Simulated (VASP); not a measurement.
# BP (pbe) (F-43m) in VASP: further runs

BP (pbe) is run at these levels: PBE; tasks: single point.

All numbers are computed with VASP 6.6.1; they aren't measurements. Logs are shortened: lines on timing, memory, paths and dates and some standing lists are left out, and cuts for length are marked.

## (1) The cell of the first run

Symmetry: F-43m, No. 216, cubic system. The conventional cell has a = 4.548 Å, b = 4.548 Å, c = 4.548 Å, α = 90.00°, β = 90.00°, γ = 90.00°. B (site symmetry -43m) has 4 P at 1.97 Å within 2.6 Å. Within 2.6 Å of P (site symmetry -43m) lie 4 B at 1.97 Å.

## (2) Single point, PBE

INCAR

```
  PREC = Accurate
  ENCUT = 500
  EDIFF = 1E-6
  ISMEAR = 0
  SIGMA = 0.02
  LREAL = False
  LASPH = True
  NELM = 120
  ALGO = Normal
  ISIF = 2
  LWAVE = False
  LCHARG = False
  GGA = PE
  NBANDS = 11
  GGA_COMPAT = False
```

KPOINTS

```
regular mesh
0
Gamma
  10 10 10
```

POSCAR

```
BP
1.0
    0.0000000000      2.2741519222      2.2741519222
    2.2741519222      0.0000000000      2.2741519222
    2.2741519222      2.2741519222      0.0000000000
B P
1 1
Direct
    0.0000000000      0.0000000000      0.0000000000
    0.2500000000      0.2500000000      0.2500000000
```

Potentials or basis: VASP PAW PBE potentials, release 64 (B, P).

Started as:

```bash
$ cat potpaw_PBE.64/B/POTCAR potpaw_PBE.64/P/POTCAR > POTCAR
$ mpirun -np 1 vasp_std > vasp.out
```

OUTCAR:

```text
PREC = Accurate
   ENCUT = 500
   EDIFF = 1E-6
   ISMEAR = 0
   LREAL = False
   LASPH = True
   NELM = 120
   ISIF = 2
   GGA = PE

 ion  position               nearest neighbor table
   1  0.000  0.000  0.000-   2 1.97   2 1.97   2 1.97   2 1.97
   2  0.250  0.250  0.250-   1 1.97   1 1.97   1 1.97   1 1.97

  LATTYP: Found a face centered cubic cell.
 ALAT       =     4.5483038444

  Lattice vectors:

 A1 = (   0.0000000000,   2.2741519222,   2.2741519222)
 A2 = (   2.2741519222,   0.0000000000,   2.2741519222)
 A3 = (   2.2741519222,   2.2741519222,   0.0000000000)

Analysis of symmetry for initial positions (statically):
=====================================================================
 Subroutine PRICEL returns:
 Original cell was already a primitive cell.

 Routine SETGRP: Setting up the symmetry group for a
 face centered cubic supercell.

 Subroutine GETGRP returns: Found 24 space group operations
 (whereof 24 operations were pure point group operations)
 out of a pool of 48 trial point group operations.

The static configuration has the point symmetry T_d .

Analysis of symmetry for dynamics (positions and initial velocities):
=====================================================================
 Subroutine PRICEL returns:
 Original cell was already a primitive cell.

 Routine SETGRP: Setting up the symmetry group for a
 face centered cubic supercell.

 Subroutine GETGRP returns: Found 24 space group operations
 (whereof 24 operations were pure point group operations)
 out of a pool of 48 trial point group operations.

The dynamic configuration has the point symmetry T_d .

 Subroutine INISYM returns: Found 24 space group operations
 (whereof 24 operations are pure point group operations),
 and found     1 'primitive' translations

----------------------------------------------------------------------------------------

                                     Primitive cell

  volume of cell :      23.5228

  direct lattice vectors                    reciprocal lattice vectors
     0.000000000  2.274151922  2.274151922    -0.219862180  0.219862180  0.219862180
     2.274151922  0.000000000  2.274151922     0.219862180 -0.219862180  0.219862180
     2.274151922  2.274151922  0.000000000     0.219862180  0.219862180 -0.219862180

  length of vectors
     3.216136491  3.216136491  3.216136491     0.380812467  0.380812467  0.380812467

  position of ions in fractional coordinates (direct lattice)
     0.000000000  0.000000000  0.000000000
     0.250000000  0.250000000  0.250000000

  ion indices of the primitive-cell ions
   primitive index   ion index
                 1           1
                 2           2

----------------------------------------------------------------------------------------

 KPOINTS: regular mesh

Automatic generation of k-mesh.
 Grid dimensions read from file:
 generate k-points for:   10   10   10

 Generating k-lattice:

  Cartesian coordinates                     Fractional coordinates (reciprocal lattice)
    -0.021986218  0.021986218  0.021986218     0.100000000  0.000000000  0.000000000
     0.021986218 -0.021986218  0.021986218     0.000000000  0.100000000  0.000000000
     0.021986218  0.021986218 -0.021986218     0.000000000  0.000000000  0.100000000

  Length of vectors
     0.038081247  0.038081247  0.038081247

  Shift w.r.t. Gamma in fractional coordinates (k-lattice)
     0.000000000  0.000000000  0.000000000

 Subroutine IBZKPT returns following result:
 ===========================================

 Found     47 irreducible k-points:

 Following reciprocal coordinates:
            Coordinates               Weight
  0.000000  0.000000  0.000000      1.000000
  0.100000  0.000000  0.000000      8.000000
  0.200000  0.000000  0.000000      8.000000
  0.300000  0.000000  0.000000      8.000000
  0.400000  0.000000  0.000000      8.000000
  0.500000  0.000000  0.000000      4.000000
[... 16 lines left out ...]
  0.300000  0.300000  0.000000      6.000000
  0.400000  0.300000  0.000000     24.000000
 [... further k-points ...]
   k-points           NKPTS =     47   k-points in BZ     NKDIM =     47   number of bands    NBANDS=     11
   number of dos      NEDOS =    301   number of ions     NIONS =      2
   total plane-waves  NPLWV =  13824
   dimension x,y,z NGX =    24 NGY =   24 NGZ =   24
   dimension x,y,z NGXF=    48 NGYF=   48 NGZF=   48
   ions per type =               1   1
   NGX,Y,Z   is equivalent  to a cutoff of  12.41, 12.41, 12.41 a.u.
   NGXF,Y,Z  is equivalent  to a cutoff of  24.81, 24.81, 24.81 a.u.
 SYSTEM =  unknown system
   PREC   = accura    normal or accurate (medium, high low for compatibility)
   ISTART =      0    job   : 0-new  1-cont  2-samecut
   ICHARG =      2    charge: 1-file 2-atom 10-const
   ISPIN  =      1    spin polarized calculation?
   LNONCOLLINEAR =      F non collinear calculations
   LSORBIT =      F    spin-orbit coupling
   LASPH  =      T    aspherical Exc in radial PAW
   ENCUT  =  500.0 eV  36.75 Ry    6.06 a.u.   5.86  5.86  5.86*2*pi/ulx,y,z
   NELM   =    120;   NELMIN=  2; NELMDL= -5     # of ELM steps
   EDIFF  = 0.1E-05   stopping-criterion for ELM
   LREAL  =      F    real-space projection
   EDIFFG = 0.1E-04   stopping-criterion for IOM
   NSW    =      0    number of steps for IOM
   IBRION =     -1    ionic relax: 0-MD 1-quasi-New 2-CG
   NFREE  =      0    steps in history (QN), initial steepest desc. (CG)
   ISIF   =      2    stress and relaxation
   ISYM   =      2    0-nonsym 1-usesym 2-fastsym
   POTIM  = 0.5000    time-step for ionic-motion
   TEBEG  =    0.0;   TEEND  =   0.0 temperature during run
   PSTRESS=    0.0 pullay stress
   NELECT =       8.0000    total number of electrons
   NUPDOWN=      -1.0000    fix difference up-down
   EMIN   =  10.00;   EMAX   =-10.00  energy-range for DOS
   EFERMI =   0.00;   METHOD = LEGACY
   ISMEAR =     0;   SIGMA  =   0.02  broadening in eV -4-tet -1-fermi 0-gaus
   EFERMI_NEDOS =   21; number of points for ismear=-14 and -15
   IALGO  =     38    algorithm
   IMIX   =      4    mixing-type and parameters
     AMIX     =   0.40;   BMIX     =  1.00
     AMIX_MAG =   1.60;   BMIX_MAG =  1.00
  volume/ion in A,a.u.               =      11.76        79.37
  Fermi-wavevector in a.u.,A,eV,Ry     =   1.142726  2.159439 17.766789  1.305822
  Thomas-Fermi vector in A             =   2.279423
   LORBIT       =      0    0 simple, 1 ext, 2 COOP (PROOUT), +10 PAW based schemes
   GGA     = PE    functional components
   LHFCALC =     F    Hartree Fock is set to
   AEXX    =    0.0000 exact exchange contribution
   IVDW    =     0    specifies the selected vdW correction
   LEPSILON=     F    determine dielectric tensor
   LRPA    =     F    only Hartree local field effects (RPA)
 non-spin polarized calculation
 Gauss-broadening in eV      SIGMA  =   0.02
  energy-cutoff  :      500.00
  volume of cell :       23.52
 maximum number of plane-waves:       610
   NGX = 11   NGY = 11   NGZ = 11

 number of electron       8.0000000 magnetization

 Free energy of the ion-electron system (eV)
  ---------------------------------------------------
  ext. energy  EPLUGINS =         0.00000000
  ---------------------------------------------------
  free energy    TOTEN  =       -12.93057482 eV

  energy without entropy =      -12.93057482  energy(sigma->0) =      -12.93057482

 E-fermi :   7.4761     XC(G=0): -10.8780

 val. band max:        7.3526277135   @ k =   0.0000   0.0000   0.0000
 cond. band min:       8.6011359269   @ k =   0.4000   0.4000   0.0000
 fundamental gap:      1.2485082133
 Fermi energy:         7.4760558822

 k-point     1 :       0.0000    0.0000    0.0000
  band No.  band energies     occupation
      1      -8.0472      2.00000
      2       7.3526      2.00000
      3       7.3526      2.00000
      4       7.3526      2.00000
      5      10.7434      0.00000
      6      10.7434      0.00000
      7      10.7434      0.00000
      8      14.6235      0.00000
      9      18.8197      0.00000
     10      19.4620      0.00000
     11      19.4620      0.00000

 k-point     2 :       0.1000    0.0000    0.0000
  band No.  band energies     occupation
      1      -7.8680      2.00000
      2       6.0556      2.00000
      3       7.0597      2.00000
      4       7.0597      2.00000
      5      11.1492      0.00000
      6      11.1492      0.00000
      7      11.1733      0.00000
      8      15.1517      0.00000
      9      18.7825      0.00000
     10      18.7825      0.00000
     11      19.3848      0.00000

 k-point     3 :       0.2000    0.0000    0.0000
  band No.  band energies     occupation
      1      -7.3375      2.00000
      2       3.7240      2.00000
      3       6.5035      2.00000
      4       6.5035      2.00000
      5      11.3588      0.00000
      6      11.8663      0.00000
      7      11.8663      0.00000
      8      16.3445      0.00000
      9      18.1842      0.00000
     10      18.1842      0.00000
     11      20.2424      0.00000

 k-point     4 :       0.3000    0.0000    0.0000
  band No.  band energies     occupation
      1      -6.4858      2.00000
      2       1.3763      2.00000
      3       6.0165      2.00000
      4       6.0165      2.00000
      5      11.2579      0.00000
      6      12.1989      0.00000
      7      12.1989      0.00000
      8      17.2833      0.00000
      9      18.7535      0.00000
     10      18.7535      0.00000
     11      20.4950      0.00000
[... 239 lines left out ...]
 k-point    22 :      -0.2000    0.2000    0.0000
  band No.  band energies     occupation
      1      -6.1961      2.00000
      2       2.1199      2.00000
      3       3.2074      2.00000
      4       6.1148      2.00000
      5      11.8104      0.00000
      6      12.6513      0.00000
      7      13.7104      0.00000
      8      15.6444      0.00000
      9      16.8498      0.00000
     10      20.9195      0.00000
     11      23.0683      0.00000

 k-point    23 :       0.3000    0.3000    0.0000
  band No.  band energies     occupation
      1      -5.9449      2.00000
      2       2.5270      2.00000
      3       4.1519      2.00000
      4       4.1519      2.00000
      5       8.8821      0.00000
      6      11.2658      0.00000
      7      16.1753      0.00000
      8      16.1753      0.00000
      9      20.3236      0.00000
     10      21.7069      0.00000
     11      23.8068      0.00000

 k-point    24 :       0.4000    0.3000    0.0000
  band No.  band energies     occupation
      1      -5.1256      2.00000
      2       1.2073      2.00000
      3       3.3296      2.00000
      4       3.8587      2.00000
      5       9.1695      0.00000
      6      10.9777      0.00000
      7      16.7822      0.00000
      8      16.7974      0.00000
      9      21.2741      0.00000
     10      22.5761      0.00000
     11      24.3142      0.00000

 [... further k-points ...]
[... 5 lines left out ...]
  --------------------------------------------------------------------------------------
  -------------------------------------------------------------------------------------
  Total       -0.0312550     -0.0312550     -0.0312550      0.0000000      0.0000000     -0.0000000
  in kB       -2.1288304     -2.1288304     -2.1288304      0.0000000      0.0000000     -0.0000000
  external PRESSURE =      -2.1288304 kB  Pullay stress =       0.0000000 kB

 VOLUME and BASIS-vectors are now :
 -----------------------------------------------------------------------------
  energy-cutoff  :      500.00
  volume of cell :       23.52
      direct lattice vectors                 reciprocal lattice vectors
     0.000000000  2.274151922  2.274151922    -0.219862180  0.219862180  0.219862180
     2.274151922  0.000000000  2.274151922     0.219862180 -0.219862180  0.219862180
     2.274151922  2.274151922  0.000000000     0.219862180  0.219862180 -0.219862180

 POSITION                                       TOTAL-FORCE (eV/Angst)
 -----------------------------------------------------------------------------------
      0.00000      0.00000      0.00000         0.000000      0.000000      0.000000
      1.13708      1.13708      1.13708        -0.000000     -0.000000     -0.000000
 -----------------------------------------------------------------------------------
    total drift:                                0.000000      0.000000      0.000000

  FREE ENERGIE OF THE ION-ELECTRON SYSTEM (eV)
  ---------------------------------------------------
  free  energy   TOTEN  =       -12.9305748174 eV

  energy  without entropy=      -12.9305748174  energy(sigma->0) =      -12.93057482
```

Wall time 14 s (1 thread of AMD EPYC 7R43 (Zen 3), shared host); peak memory 0.1 GiB.

Results:

* Free energy: -12.9306 eV
* Pressure: -0.2 GPa
* Band gap on the k mesh: 1.25 eV, indirect (least direct gap 3.39 eV)

## (3) Single point, PBE (volume scaled by 0.97)

INCAR

```
SYSTEM = BP
  ALGO = Normal
  EDIFF = 1E-6
  ENCUT = 500
  GGA = PE
  GGA_COMPAT = .FALSE.
  ISIF = 2
  ISMEAR = 0
  LASPH = .TRUE.
  LCHARG = .FALSE.
  LREAL = .FALSE.
  LWAVE = .FALSE.
  NBANDS = 11
  NELM = 120
  PREC = Accurate
  SIGMA = 0.02
```

KPOINTS

```
k-points
0
G
  10 10 10
  0 0 0
```

POSCAR

```
BP
1.0
    0.0000000000      2.2511791200      2.2511791200
    2.2511791200      0.0000000000      2.2511791200
    2.2511791200      2.2511791200      0.0000000000
B P
1 1
Direct
    0.0000000000      0.0000000000      0.0000000000
    0.2500000000      0.2500000000      0.2500000000
```

Potentials or basis: VASP PAW PBE potentials, release 64 (B, P).

Started as:

```bash
$ cat potpaw_PBE.64/B/POTCAR potpaw_PBE.64/P/POTCAR > POTCAR
$ mpirun -np 1 vasp_std > vasp.out
```

Run time: 14 s. Hardware: 1 thread of AMD EPYC 7R43 (Zen 3), shared host; peak memory 0.1 GiB.

It converged, with:

- Free energy: -12.9200 eV
- Pressure: 5.0 GPa
- Band gap on the k mesh: 1.21 eV, indirect (least direct gap 3.44 eV)

Levels at points of the mesh, in eV from the valence-band top:
```csv
k point,band 1,band 2,band 3,band 4,band 5,band 6,band 7,band 8
"(0.00, 0.00, 0.00)",-15.67,0.00,0.00,0.00,3.44,3.44,3.44,7.74
"(0.50, 0.00, 0.00)",-12.26,-9.20,-1.79,-1.79,3.92,4.73,4.73,10.21
"(0.50, 0.50, 0.00)",-10.69,-8.71,-4.20,-4.20,1.28,1.64,12.35,12.35
```

## (4) Single point, PBE (volume scaled by 0.98)

INCAR

```
SYSTEM = BP
PREC = Accurate ; ENCUT = 500
EDIFF = 1E-6 ; ISMEAR = 0
SIGMA = 0.01 ; LREAL = .False.
LASPH = .True. ; NELM = 120
ALGO = Normal ; ISIF = 2
LWAVE = .False. ; LCHARG = .False.
GGA = PE ; NBANDS = 11
GGA_COMPAT = .False.
```

KPOINTS

```
regular mesh
0
Gamma
  10 10 10
  0 0 0
```

POSCAR

```
BP
1.0
    0.0000000000      2.2588887007      2.2588887007
    2.2588887007      0.0000000000      2.2588887007
    2.2588887007      2.2588887007      0.0000000000
B P
1 1
Direct
    0.0000000000      0.0000000000      0.0000000000
    0.2500000000      0.2500000000      0.2500000000
```

Potentials or basis: VASP PAW PBE potentials, release 64 (B, P).

Started as:

```bash
$ cat potpaw_PBE.64/B/POTCAR potpaw_PBE.64/P/POTCAR > POTCAR
$ mpirun -np 1 vasp_std > vasp.out
```

OUTCAR:

```text
SYSTEM = BP
   PREC = Accurate
   ENCUT = 500
   EDIFF = 1E-6
   ISMEAR = 0
   LREAL = .False.
   LASPH = .True.
   NELM = 120
   ISIF = 2
   GGA = PE

 ion  position               nearest neighbor table
   1  0.000  0.000  0.000-   2 1.96   2 1.96   2 1.96   2 1.96
   2  0.250  0.250  0.250-   1 1.96   1 1.96   1 1.96   1 1.96

  LATTYP: Found a face centered cubic cell.
 ALAT       =     4.5177774014

  Lattice vectors:

 A1 = (   0.0000000000,   2.2588887007,   2.2588887007)
[... 521 lines left out ...]

------------------------ aborting loop because EDIFF is reached ----------------------------------------

  FORCE on cell =-STRESS in cart. coord.  units (eV):
  Direction    XX          YY          ZZ          XY          YZ          ZX
  --------------------------------------------------------------------------------------
  -------------------------------------------------------------------------------------
  Total        0.4561761      0.4561761      0.4561761     -0.0000000      0.0000000      0.0000000
  in kB       31.7050657     31.7050657     31.7050657     -0.0000000      0.0000000      0.0000000
  external PRESSURE =      31.7050657 kB  Pullay stress =       0.0000000 kB

 VOLUME and BASIS-vectors are now :
 -----------------------------------------------------------------------------
  energy-cutoff  :      500.00
  volume of cell :       23.05
      direct lattice vectors                 reciprocal lattice vectors
     0.000000000  2.258888701  2.258888701    -0.221347780  0.221347780  0.221347780
     2.258888701  0.000000000  2.258888701     0.221347780 -0.221347780  0.221347780
     2.258888701  2.258888701  0.000000000     0.221347780  0.221347780 -0.221347780

 POSITION                                       TOTAL-FORCE (eV/Angst)
 -----------------------------------------------------------------------------------
      0.00000      0.00000      0.00000         0.000000      0.000000      0.000000
      1.12944      1.12944      1.12944        -0.000000     -0.000000     -0.000000
 -----------------------------------------------------------------------------------
    total drift:                                0.000000      0.000000      0.000000

  FREE ENERGIE OF THE ION-ELECTRON SYSTEM (eV)
  ---------------------------------------------------
  free  energy   TOTEN  =       -12.9260941357 eV

  energy  without entropy=      -12.9260941357  energy(sigma->0) =      -12.92609414
```

OSZICAR:

```text
N       E                     dE             d eps       ncg     rms          rms(c)
DAV:   1     0.887823486211E+01    0.88782E+01   -0.39164E+03  1034   0.641E+02
DAV:   2    -0.131046337699E+02   -0.21983E+02   -0.21009E+02  1381   0.109E+02
DAV:   3    -0.136604646841E+02   -0.55583E+00   -0.55494E+00  1315   0.152E+01
DAV:   4    -0.136624758690E+02   -0.20112E-02   -0.20110E-02  1164   0.108E+00
DAV:   5    -0.136624871288E+02   -0.11260E-04   -0.11260E-04  1302   0.783E-02    0.735E+00
DAV:   6    -0.130285229891E+02    0.63396E+00   -0.14280E+00  1166   0.521E+00    0.396E+00
DAV:   7    -0.129335249048E+02    0.94998E-01   -0.24628E-01  1277   0.247E+00    0.135E+00
DAV:   8    -0.129255647827E+02    0.79601E-02   -0.27110E-02  1233   0.944E-01    0.198E-01
DAV:   9    -0.129258870369E+02   -0.32225E-03   -0.71174E-04  1207   0.181E-01    0.128E-01
DAV:  10    -0.129260825805E+02   -0.19554E-03   -0.24563E-04  1166   0.985E-02    0.286E-02
DAV:  11    -0.129260931835E+02   -0.10603E-04   -0.11470E-05  1315   0.224E-02    0.345E-02
DAV:  12    -0.129260941357E+02   -0.95226E-06   -0.45665E-06  1154   0.105E-02
   1 F= -.12926094E+02 E0= -.12926094E+02  d E =-.148132-110
```

Wall time 13 s (1 thread of AMD EPYC 7R43 (Zen 3), shared host); peak memory 0.1 GiB.

What came out:

| Quantity | Value |
| --- | --- |
| Free energy | -12.9261 eV |
| Pressure | 3.2 GPa |
| Band gap on the k mesh | 1.22 eV, indirect (least direct gap 3.42 eV) |

 A k mesh can miss the band edges.

## (5) Overview

```tsv
cell	smearing	gap on the mesh (eV)	pressure (GPa)
a = 3.216 Å, angles 60.0°, 2 atoms	gaussian 0.02 eV	1.25	-0.2
a = 3.184 Å, angles 60.0°, 2 atoms	gaussian 0.02 eV	1.21	5.0
a = 3.195 Å, angles 60.0°, 2 atoms	gaussian 0.01 eV	1.22	3.2
```

Alike in all rows: task single point; level PBE; potentials or basis VASP PAW PBE potentials, release 64 (B, P); no spin polarisation; k mesh 10 × 10 × 10; cutoff (eV) 500.

Total energies depend on the potentials used, so only differences within one code and one set of settings carry meaning.
